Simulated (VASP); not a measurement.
# Sn (Fd-3m) in VASP: further runs

Sn is run at these levels: LDA; tasks: single point.

Everything below comes from runs of VASP 6.6.1. Logs are shortened: lines on timing, memory, paths and dates and some standing lists are left out, and cuts for length are marked.

### 1 The cell of the first run

The structure is cubic, space group Fd-3m (No. 227). Conventional cell: a = 6.476 Å, b = 6.476 Å, c = 6.476 Å, α = 90.00°, β = 90.00°, γ = 90.00°. Within 3.7 Å of Sn (site symmetry -43m) lie 4 Sn at 2.80 Å.

### 2 Single point, LDA

Contents of INCAR:

```
SYSTEM = Sn
PREC     = Accurate       ! precision mode
ENCUT    = 520            ! plane-wave cutoff, eV
EDIFF    = 1E-6           ! SCF threshold, eV
ISMEAR   = 0              ! smearing method
SIGMA    = 0.2            ! smearing width, eV
LREAL    = .FALSE.        ! projectors in reciprocal space
LASPH    = .TRUE.         ! aspherical terms in the spheres
NELM     = 80             ! most SCF steps
ALGO     = Normal         ! electronic algorithm
ISIF     = 2              ! what is computed and relaxed
LWAVE    = .FALSE.        ! write WAVECAR
LCHARG   = .FALSE.        ! write CHGCAR
GGA      = CA             ! functional
NBANDS   = 21             ! bands
```

Contents of KPOINTS:

```
Automatic mesh
0
G
  9 9 9
  0 0 0
```

Contents of POSCAR:

```
Sn
1.0
    0.0000000000      3.2380799619      3.2380799619
    3.2380799619      0.0000000000      3.2380799619
    3.2380799619      3.2380799619      0.0000000000
Sn
2
Direct
    0.5000000000      0.5000000000      0.5000000000
    0.7500000000      0.7500000000      0.7500000000
```

Potentials or basis: VASP PAW LDA potentials, release 64 (Sn_d).

On the command line:

```sh
cat potpaw_LDA.64/Sn_d/POTCAR > POTCAR
mpirun -np 1 vasp_std > vasp.out
```

OUTCAR:

```text
SYSTEM = Sn
   PREC = Accurate
   ENCUT = 520
   EDIFF = 1E-6
   ISMEAR = 0
   LREAL = .FALSE.
   LASPH = .TRUE.
   NELM = 80
   ISIF = 2
   GGA = CA

 ion  position               nearest neighbor table
   1  0.500  0.500  0.500-   2 2.80   2 2.80   2 2.80   2 2.80
   2  0.750  0.750  0.750-   1 2.80   1 2.80   1 2.80   1 2.80

  LATTYP: Found a face centered cubic cell.
 ALAT       =     6.4761599238

  Lattice vectors:

 A1 = (   0.0000000000,   3.2380799619,   3.2380799619)
 A2 = (   3.2380799619,   0.0000000000,   3.2380799619)
 A3 = (   3.2380799619,   3.2380799619,   0.0000000000)

Analysis of symmetry for initial positions (statically):
=====================================================================
 Subroutine PRICEL returns:
 Original cell was already a primitive cell.

 Routine SETGRP: Setting up the symmetry group for a
 face centered cubic supercell.

 Subroutine GETGRP returns: Found 48 space group operations
 (whereof 24 operations were pure point group operations)
 out of a pool of 48 trial point group operations.

The static configuration has the point symmetry T_d .
 The point group associated with its full space group is O_h .

Analysis of symmetry for dynamics (positions and initial velocities):
=====================================================================
 Subroutine PRICEL returns:
 Original cell was already a primitive cell.

 Routine SETGRP: Setting up the symmetry group for a
 face centered cubic supercell.

 Subroutine GETGRP returns: Found 48 space group operations
 (whereof 24 operations were pure point group operations)
 out of a pool of 48 trial point group operations.

The dynamic configuration has the point symmetry T_d .
 The point group associated with its full space group is O_h .

 Subroutine INISYM returns: Found 48 space group operations
 (whereof 24 operations are pure point group operations),
 and found     1 'primitive' translations

----------------------------------------------------------------------------------------

                                     Primitive cell

  volume of cell :      67.9036

  direct lattice vectors                    reciprocal lattice vectors
     0.000000000  3.238079962  3.238079962    -0.154412493  0.154412493  0.154412493
     3.238079962  0.000000000  3.238079962     0.154412493 -0.154412493  0.154412493
     3.238079962  3.238079962  0.000000000     0.154412493  0.154412493 -0.154412493

  length of vectors
     4.579336598  4.579336598  4.579336598     0.267450283  0.267450283  0.267450283

  position of ions in fractional coordinates (direct lattice)
     0.500000000  0.500000000  0.500000000
     0.750000000  0.750000000  0.750000000

  ion indices of the primitive-cell ions
   primitive index   ion index
                 1           1
                 2           2

----------------------------------------------------------------------------------------

 KPOINTS: Automatic mesh

Automatic generation of k-mesh.
 Grid dimensions read from file:
 generate k-points for:    9    9    9

 Generating k-lattice:

  Cartesian coordinates                     Fractional coordinates (reciprocal lattice)
    -0.017156944  0.017156944  0.017156944     0.111111111  0.000000000  0.000000000
     0.017156944 -0.017156944  0.017156944     0.000000000  0.111111111  0.000000000
     0.017156944  0.017156944 -0.017156944     0.000000000  0.000000000  0.111111111

  Length of vectors
     0.029716698  0.029716698  0.029716698

  Shift w.r.t. Gamma in fractional coordinates (k-lattice)
     0.000000000  0.000000000  0.000000000

 Subroutine IBZKPT returns following result:
 ===========================================

 Found     35 irreducible k-points:

 Following reciprocal coordinates:
            Coordinates               Weight
  0.000000  0.000000  0.000000      1.000000
  0.111111  0.000000  0.000000      8.000000
  0.222222  0.000000  0.000000      8.000000
  0.333333  0.000000  0.000000      8.000000
  0.444444  0.000000  0.000000      8.000000
  0.111111  0.111111  0.000000      6.000000
[... 16 lines left out ...]
 -0.333333  0.333333  0.000000     12.000000
  0.444444  0.444444  0.000000      6.000000
 [... further k-points ...]
   k-points           NKPTS =     35   k-points in BZ     NKDIM =     35   number of bands    NBANDS=     21
   number of dos      NEDOS =    301   number of ions     NIONS =      2
   total plane-waves  NPLWV =  46656
   dimension x,y,z NGX =    36 NGY =   36 NGZ =   36
   dimension x,y,z NGXF=    72 NGYF=   72 NGZF=   72
   ions per type =               2
   NGX,Y,Z   is equivalent  to a cutoff of  13.07, 13.07, 13.07 a.u.
   NGXF,Y,Z  is equivalent  to a cutoff of  26.14, 26.14, 26.14 a.u.
 SYSTEM =  Sn
   PREC   = accura    normal or accurate (medium, high low for compatibility)
   ISTART =      0    job   : 0-new  1-cont  2-samecut
   ICHARG =      2    charge: 1-file 2-atom 10-const
   ISPIN  =      1    spin polarized calculation?
   LNONCOLLINEAR =      F non collinear calculations
   LSORBIT =      F    spin-orbit coupling
   LASPH  =      T    aspherical Exc in radial PAW
   ENCUT  =  520.0 eV  38.22 Ry    6.18 a.u.   8.51  8.51  8.51*2*pi/ulx,y,z
   NELM   =     80;   NELMIN=  2; NELMDL= -5     # of ELM steps
   EDIFF  = 0.1E-05   stopping-criterion for ELM
   LREAL  =      F    real-space projection
   EDIFFG = 0.1E-04   stopping-criterion for IOM
   NSW    =      0    number of steps for IOM
   IBRION =     -1    ionic relax: 0-MD 1-quasi-New 2-CG
   NFREE  =      0    steps in history (QN), initial steepest desc. (CG)
   ISIF   =      2    stress and relaxation
   ISYM   =      2    0-nonsym 1-usesym 2-fastsym
   POTIM  = 0.5000    time-step for ionic-motion
   TEBEG  =    0.0;   TEEND  =   0.0 temperature during run
   PSTRESS=    0.0 pullay stress
   NELECT =      28.0000    total number of electrons
   NUPDOWN=      -1.0000    fix difference up-down
   EMIN   =  10.00;   EMAX   =-10.00  energy-range for DOS
   EFERMI =   0.00;   METHOD = LEGACY
   ISMEAR =     0;   SIGMA  =   0.20  broadening in eV -4-tet -1-fermi 0-gaus
   EFERMI_NEDOS =   21; number of points for ismear=-14 and -15
   IALGO  =     38    algorithm
   IMIX   =      4    mixing-type and parameters
     AMIX     =   0.40;   BMIX     =  1.00
     AMIX_MAG =   1.60;   BMIX_MAG =  1.00
  volume/ion in A,a.u.               =      33.95       229.12
  Fermi-wavevector in a.u.,A,eV,Ry     =   1.218512  2.302654 20.201555  1.484772
  Thomas-Fermi vector in A             =   2.353796
   LORBIT       =      0    0 simple, 1 ext, 2 COOP (PROOUT), +10 PAW based schemes
   GGA     = CA    functional components
   LHFCALC =     F    Hartree Fock is set to
   AEXX    =    0.0000 exact exchange contribution
   IVDW    =     0    specifies the selected vdW correction
   LEPSILON=     F    determine dielectric tensor
   LRPA    =     F    only Hartree local field effects (RPA)
 non-spin polarized calculation
 Gauss-broadening in eV      SIGMA  =   0.20
  energy-cutoff  :      520.00
  volume of cell :       67.90
 maximum number of plane-waves:      1853
 NGX is ok and might be reduce to    36
   NGX = 17   NGY = 17   NGZ = 17

 number of electron      28.0000006 magnetization

 Free energy of the ion-electron system (eV)
  ---------------------------------------------------
  ext. energy  EPLUGINS =         0.00000000
  ---------------------------------------------------
  free energy    TOTEN  =        -8.94031808 eV

  energy without entropy =       -8.93506356  energy(sigma->0) =       -8.93769082

 E-fermi :   5.3989     XC(G=0):  -9.2211

 val. band max:        5.3633044669   @ k =   0.4444   0.0000   0.0000
 cond. band min:       5.5175083407   @ k =   0.3333   0.0000   0.0000
 fundamental gap:      0.1542038739
 Fermi energy:         5.3988968163

 k-point     1 :       0.0000    0.0000    0.0000
  band No.  band energies     occupation
      1     -16.1935      2.00000
      2     -16.1935      2.00000
      3     -16.1935      2.00000
      4     -16.1310      2.00000
      5     -16.1310      2.00000
      6     -15.8137      2.00000
[... 13 lines left out ...]
     20      13.4878      0.00000
     21      13.4878      0.00000

 k-point     2 :       0.1111    0.0000    0.0000
  band No.  band energies     occupation
      1     -16.2026      2.00000
      2     -16.2026      2.00000
      3     -16.1904      2.00000
      4     -16.1182      2.00000
      5     -16.1182      2.00000
      6     -15.8328      2.00000
[... 13 lines left out ...]
     20      12.6313      0.00000
     21      12.6313      0.00000

 k-point     3 :       0.2222    0.0000    0.0000
  band No.  band energies     occupation
      1     -16.2168      2.00000
      2     -16.2168      2.00000
      3     -16.1825      2.00000
      4     -16.0955      2.00000
      5     -16.0955      2.00000
      6     -15.8538      2.00000
[... 13 lines left out ...]
     20      12.2912      0.00000
     21      12.2912      0.00000

 k-point     4 :       0.3333    0.0000    0.0000
  band No.  band energies     occupation
      1     -16.2261      2.00000
      2     -16.2261      2.00000
      3     -16.1731      2.00000
      4     -16.0779      2.00000
      5     -16.0779      2.00000
      6     -15.8678      2.00000
[... 13 lines left out ...]
     20      12.7840      0.00000
     21      12.7840      0.00000

 k-point     5 :       0.4444    0.0000    0.0000
  band No.  band energies     occupation
      1     -16.2301      2.00000
      2     -16.2301      2.00000
      3     -16.1668      2.00000
      4     -16.0697      2.00000
      5     -16.0697      2.00000
      6     -15.8735      2.00000
[... 13 lines left out ...]
     20      13.8778      0.00000
     21      13.8778      0.00000
[... 382 lines left out ...]
     20      14.7611      0.00000
     21      15.2552      0.00000

 k-point    22 :      -0.4444    0.3333    0.0000
  band No.  band energies     occupation
      1     -16.2654      2.00000
      2     -16.2452      2.00000
      3     -16.1143      2.00000
      4     -16.0235      2.00000
      5     -15.9979      2.00000
      6     -15.9588      2.00000
[... 13 lines left out ...]
     20      14.0293      0.00000
     21      15.7019      0.00000

 k-point    23 :      -0.3333    0.3333    0.0000
  band No.  band energies     occupation
      1     -16.2701      2.00000
      2     -16.2462      2.00000
      3     -16.1068      2.00000
      4     -16.0035      2.00000
      5     -15.9948      2.00000
      6     -15.9739      2.00000
[... 13 lines left out ...]
     20      12.8263      0.00000
     21      16.0324      0.00000

 k-point    24 :       0.4444    0.4444    0.0000
  band No.  band energies     occupation
      1     -16.2447      2.00000
      2     -16.2447      2.00000
      3     -16.1357      2.00000
      4     -16.0749      2.00000
      5     -15.9935      2.00000
      6     -15.9366      2.00000
[... 13 lines left out ...]
     20      15.2398      0.00000
     21      15.6971      0.00000

 [... further k-points ...]
[... 5 lines left out ...]
  --------------------------------------------------------------------------------------
  -------------------------------------------------------------------------------------
  Total       -0.0007342     -0.0007342     -0.0007342     -0.0000000      0.0000000     -0.0000000
  in kB       -0.0173243     -0.0173243     -0.0173243     -0.0000000      0.0000000     -0.0000000
  external PRESSURE =      -0.0173243 kB  Pullay stress =       0.0000000 kB

 VOLUME and BASIS-vectors are now :
 -----------------------------------------------------------------------------
  energy-cutoff  :      520.00
  volume of cell :       67.90
      direct lattice vectors                 reciprocal lattice vectors
     0.000000000  3.238079962  3.238079962    -0.154412493  0.154412493  0.154412493
     3.238079962  0.000000000  3.238079962     0.154412493 -0.154412493  0.154412493
     3.238079962  3.238079962  0.000000000     0.154412493  0.154412493 -0.154412493

 POSITION                                       TOTAL-FORCE (eV/Angst)
 -----------------------------------------------------------------------------------
      3.23808      3.23808      3.23808        -0.000000     -0.000000     -0.000000
      4.85712      4.85712      4.85712         0.000000      0.000000      0.000000
 -----------------------------------------------------------------------------------
    total drift:                                0.000000      0.000000      0.000000

  FREE ENERGIE OF THE ION-ELECTRON SYSTEM (eV)
  ---------------------------------------------------
  free  energy   TOTEN  =        -8.9403180833 eV

  energy  without entropy=       -8.9350635628  energy(sigma->0) =       -8.93769082
```

Wall time 35 s (1 thread of Intel Xeon Platinum 8488C (Sapphire Rapids), shared host); peak memory 0.19 GiB.

Results:

| Property | Result |
| --- | --- |
| Free energy | -8.9403 eV |
| Pressure | 0.0 GPa |
| Band gap on the k mesh | zero (band 14 reaches 5.52 eV, above the bottom of band 15 at 5.36 eV) |

Caveat: spin-orbit coupling is left out, which moves the levels of the heavy elements.

### 3 Single point, LDA

Contents of INCAR:

```
SYSTEM = Sn
ALGO     = Normal         ! electronic algorithm
EDIFF    = 1E-7           ! SCF threshold, eV
ENCUT    = 520            ! plane-wave cutoff, eV
ISIF     = 2              ! what is computed and relaxed
ISMEAR   = 0              ! smearing method
LASPH    = .True.         ! aspherical terms in the spheres
LCHARG   = .False.        ! write CHGCAR
LREAL    = .False.        ! projectors in reciprocal space
LWAVE    = .False.        ! write WAVECAR
NBANDS   = 21             ! bands
NELM     = 80             ! most SCF steps
PREC     = Accurate       ! precision mode
SIGMA    = 0.3            ! smearing width, eV
```

Contents of KPOINTS:

```
k-points
0
Gamma
  9 9 9
  0 0 0
```

POSCAR is that of step 2.

Potentials or basis: VASP PAW LDA potentials, release 64 (Sn_d).

On the command line:

```sh
cat potpaw_LDA.64/Sn_d/POTCAR > POTCAR
mpirun -np 1 vasp_std > vasp.out
```

OUTCAR:

```text
SYSTEM = Sn
   EDIFF = 1E-7
   ENCUT = 520
   ISIF = 2
   ISMEAR = 0
   LASPH = .True.
   LREAL = .False.
   NELM = 80
   PREC = Accurate

 ion  position               nearest neighbor table
   1  0.500  0.500  0.500-   2 2.80   2 2.80   2 2.80   2 2.80
   2  0.750  0.750  0.750-   1 2.80   1 2.80   1 2.80   1 2.80

  LATTYP: Found a face centered cubic cell.
 ALAT       =     6.4761599238

  Lattice vectors:

 A1 = (   0.0000000000,   3.2380799619,   3.2380799619)
 A2 = (   3.2380799619,   0.0000000000,   3.2380799619)
 A3 = (   3.2380799619,   3.2380799619,   0.0000000000)

Analysis of symmetry for initial positions (statically):
=====================================================================
 Subroutine PRICEL returns:
 Original cell was already a primitive cell.

 Routine SETGRP: Setting up the symmetry group for a
 face centered cubic supercell.

 Subroutine GETGRP returns: Found 48 space group operations
 (whereof 24 operations were pure point group operations)
 out of a pool of 48 trial point group operations.

The static configuration has the point symmetry T_d .
 The point group associated with its full space group is O_h .

Analysis of symmetry for dynamics (positions and initial velocities):
[... 154 lines left out ...]
  ---------------------------------------------------
  ext. energy  EPLUGINS =         0.00000000
  ---------------------------------------------------
  free energy    TOTEN  =        -8.94329606 eV

  energy without entropy =       -8.93328337  energy(sigma->0) =       -8.93828971

 E-fermi :   5.4212     XC(G=0):  -9.2215

 val. band max:        5.3629066404   @ k =   0.4444   0.0000   0.0000
 cond. band min:       5.5171092056   @ k =   0.3333   0.0000   0.0000
 fundamental gap:      0.1542025651
 Fermi energy:         5.4211827027

 k-point     1 :       0.0000    0.0000    0.0000
  band No.  band energies     occupation
      1     -16.1938      2.00000
      2     -16.1938      2.00000
      3     -16.1938      2.00000
      4     -16.1312      2.00000
      5     -16.1312      2.00000
      6     -15.8139      2.00000
[... 565 lines left out ...]
     20      15.2393      0.00000
     21      15.6968      0.00000

 [... further k-points ...]
[... 5 lines left out ...]
  --------------------------------------------------------------------------------------
  -------------------------------------------------------------------------------------
  Total        0.0012831      0.0012831      0.0012831      0.0000000      0.0000000     -0.0000000
  in kB        0.0302747      0.0302747      0.0302747      0.0000000      0.0000000     -0.0000000
  external PRESSURE =       0.0302747 kB  Pullay stress =       0.0000000 kB

 VOLUME and BASIS-vectors are now :
 -----------------------------------------------------------------------------
  energy-cutoff  :      520.00
  volume of cell :       67.90
      direct lattice vectors                 reciprocal lattice vectors
     0.000000000  3.238079962  3.238079962    -0.154412493  0.154412493  0.154412493
     3.238079962  0.000000000  3.238079962     0.154412493 -0.154412493  0.154412493
     3.238079962  3.238079962  0.000000000     0.154412493  0.154412493 -0.154412493

 POSITION                                       TOTAL-FORCE (eV/Angst)
 -----------------------------------------------------------------------------------
      3.23808      3.23808      3.23808        -0.000000     -0.000000     -0.000000
      4.85712      4.85712      4.85712         0.000000      0.000000      0.000000
 -----------------------------------------------------------------------------------
    total drift:                                0.000000      0.000000      0.000000

  FREE ENERGIE OF THE ION-ELECTRON SYSTEM (eV)
  ---------------------------------------------------
  free  energy   TOTEN  =        -8.9432960582 eV

  energy  without entropy=       -8.9332833705  energy(sigma->0) =       -8.93828971
```

stdout:

```text
POSCAR found type information on POSCAR Sn
 POSCAR found :  1 types and       2 ions
 scaLAPACK will be used
 LDA part: xc-table for (Slater(with rela. corr.)+CA(PZ))
 , standard interpolation
 POSCAR, INCAR and KPOINTS ok, starting setup
 FFT: planning ... GRIDC
 FFT: planning ... GRID_SOFT
 FFT: planning ... GRID
 WAVECAR not read
 entering main loop
```

Run time: 36 s. Hardware: 1 thread of Intel Xeon Platinum 8488C (Sapphire Rapids), shared host; peak memory 0.19 GiB.

What came out:

```yaml
Free_energy: -8.9433 eV
Pressure: 0.0 GPa
Band_gap_on_the_k_mesh: zero (band 14 reaches 5.52 eV, above the bottom of band 15 at 5.36 eV)
```

Levels at points of the mesh, in eV from the Fermi level:
```csv
k point,band 11,band 12,band 13,band 14,band 15,band 16,band 17,band 18
"(0.00, 0.00, 0.00)",-10.68,-0.74,0.10,0.10,0.10,2.16,2.16,2.16
```

Caveat: spin-orbit coupling is left out, which moves the levels of the heavy elements.
